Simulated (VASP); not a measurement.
**Si62As (a cell with a defect): single point with LDA**

The system is Si62As (a cell with a defect).

```
CELL_PARAMETERS angstrom
10.86000 0.00000 0.00000
0.00000 10.86000 0.00000
0.00000 0.00000 10.86000
ATOMIC_POSITIONS crystal
Si 0.49888 0.00112 0.99869
Si 0.62270 0.12506 0.12494
Si 0.75038 0.24930 0.00070
Si 0.87611 0.37589 0.12622
Si 0.74596 0.99960 0.25040
Si 0.87211 0.12457 0.37404
Si 0.99930 0.99930 0.99979
Si 0.12380 0.12561 0.12439
Si 0.24944 0.25056 0.99944
Si 0.37439 0.37620 0.12439
Si 0.50070 0.50070 0.99979
Si 0.62404 0.62789 0.12543
Si 0.74943 0.75057 0.99927
Si 0.87211 0.87596 0.12543
Si 0.24869 0.00112 0.24888
Si 0.37494 0.12506 0.37270
Si 0.49888 0.25131 0.24888
Si 0.62437 0.37508 0.37437
Si 0.74726 0.50224 0.25067
Si 0.88127 0.61873 0.37091
Si 0.50040 0.99960 0.49596
Si 0.62404 0.12457 0.62211
Si 0.74943 0.25073 0.49943
Si 0.87475 0.37452 0.62475
Si 0.74726 0.99933 0.74776
Si 0.87611 0.12378 0.87411
Si 0.99961 0.50039 0.99988
Si 0.12411 0.62389 0.12622
Si 0.25070 0.74962 0.00070
Si 0.37494 0.87730 0.12494
Si 0.99930 0.25021 0.25070
Si 0.12639 0.37361 0.37527
Si 0.24979 0.50070 0.25070
Si 0.37543 0.62789 0.37404
Si 0.50040 0.75404 0.25040
Si 0.99776 0.99933 0.49726
Si 0.12411 0.12378 0.62611
Si 0.25070 0.24930 0.50038
Si 0.37622 0.37589 0.62611
Si 0.50067 0.50224 0.49726
Si 0.62091 0.61873 0.63127
Si 0.88127 0.87909 0.63127
Si 0.24979 0.99930 0.74930
Si 0.37439 0.12561 0.87380
Si 0.50070 0.25021 0.74930
Si 0.62527 0.37361 0.87639
Si 0.75105 0.49931 0.75069
Si 0.87475 0.62525 0.87548
Si 0.99776 0.75274 0.25067
Si 0.12492 0.87563 0.37437
Si 0.00069 0.49931 0.50105
Si 0.12548 0.62525 0.62475
Si 0.24927 0.75057 0.49943
Si 0.37543 0.87596 0.62211
Si 0.99961 0.25012 0.74961
Si 0.12488 0.37512 0.87488
Si 0.24988 0.50039 0.74961
Si 0.37622 0.62389 0.87411
Si 0.50067 0.75274 0.74776
Si 0.62437 0.87563 0.87492
Si 0.00069 0.74895 0.75069
Si 0.12639 0.87473 0.87639
As 0.63882 0.86118 0.38882
```

```
Program                : VASP 6.6.1
Task                   : single point
Functional             : LDA
Potentials or basis    : VASP PAW LDA potentials, release 64 (Si, As)
Cutoff                 : 520 eV
k mesh                 : 1 × 1 × 1
Occupations            : fermi-dirac, width 0.05 eV
Spin                   : no spin polarisation
Dipole correction      : no
Charge                 : 1
Further INCAR settings : LREAL = Auto; ALGO = Normal; EDIFF = 1e-06; NBANDS = 164; NELECT = 252.0
```

- Largest force: 0.057 eV/Å

Forces in eV/Å, atoms in the order of the input:
```
Si  -0.004  0.004 -0.018
Si   0.020 -0.005  0.005
Si  -0.012 -0.008  0.008
Si   0.004  0.004  0.003
Si  -0.017  0.028 -0.028
Si   0.011  0.011  0.003
Si  -0.006  0.000 -0.004
Si   0.006 -0.003  0.003
Si   0.000  0.000  0.000
Si   0.003 -0.006  0.003
Si   0.000  0.006 -0.004
Si   0.003 -0.011 -0.011
Si   0.005 -0.005  0.007
Si   0.011 -0.003 -0.011
Si  -0.018  0.004 -0.004
Si   0.005 -0.005  0.020
Si  -0.004  0.018 -0.004
Si  -0.004 -0.006 -0.004
Si  -0.002  0.005  0.004
Si   0.003 -0.003 -0.015
Si  -0.028  0.028 -0.017
Si   0.003  0.011  0.011
Si   0.005 -0.007  0.005
Si   0.013  0.009  0.013
Si  -0.002 -0.004 -0.005
Si   0.004 -0.003 -0.004
Si  -0.003  0.003  0.013
Si  -0.004 -0.004  0.003
Si   0.008  0.012  0.008
Si   0.005 -0.020  0.005
Si  -0.006  0.004  0.000
Si  -0.010  0.010  0.007
Si  -0.004  0.006  0.000
Si  -0.011 -0.011  0.003
Si  -0.028  0.017 -0.028
Si  -0.005 -0.004 -0.002
Si  -0.004 -0.003  0.004
Si   0.008 -0.008 -0.012
Si   0.003  0.004  0.004
Si   0.004  0.005 -0.002
Si  -0.015 -0.003  0.003
Si   0.003  0.015  0.003
Si  -0.004  0.000 -0.006
Si   0.003 -0.003  0.006
Si   0.000  0.004 -0.006
Si   0.007  0.010 -0.010
Si   0.008 -0.002  0.002
Si   0.013 -0.013 -0.009
Si  -0.005  0.002  0.004
Si   0.006  0.004 -0.004
Si   0.002 -0.002  0.008
Si  -0.009 -0.013  0.013
Si   0.007 -0.005  0.005
Si  -0.011 -0.003  0.011
Si  -0.003 -0.013 -0.003
Si   0.008 -0.008  0.008
Si   0.013  0.003 -0.003
Si   0.003 -0.004 -0.004
Si   0.004  0.002 -0.005
Si  -0.004  0.004  0.006
Si   0.002 -0.008  0.002
Si  -0.010 -0.007 -0.010
As   0.033 -0.033  0.033
```

Levels at points of the mesh, in eV from the Fermi level:
| k point | band 124 | band 125 | band 126 | band 127 | band 128 | band 129 |
| --- | --- | --- | --- | --- | --- | --- |
| (0.00, 0.00, 0.00) | -0.63 | -0.63 | -0.18 | 0.24 | 0.24 | 0.30 |

Wall time 5.6 min on 1 thread of Oxide Virtual Turin-like Processor (shared host), peak memory 0.67 GiB.

Caveat: the k points lie up to 0.58 Å⁻¹ apart; the cell carries a net charge on a neutralising background, which shifts energy and pressure; the cell is charged against a uniform background, so pressure and absolute levels hang on convention.
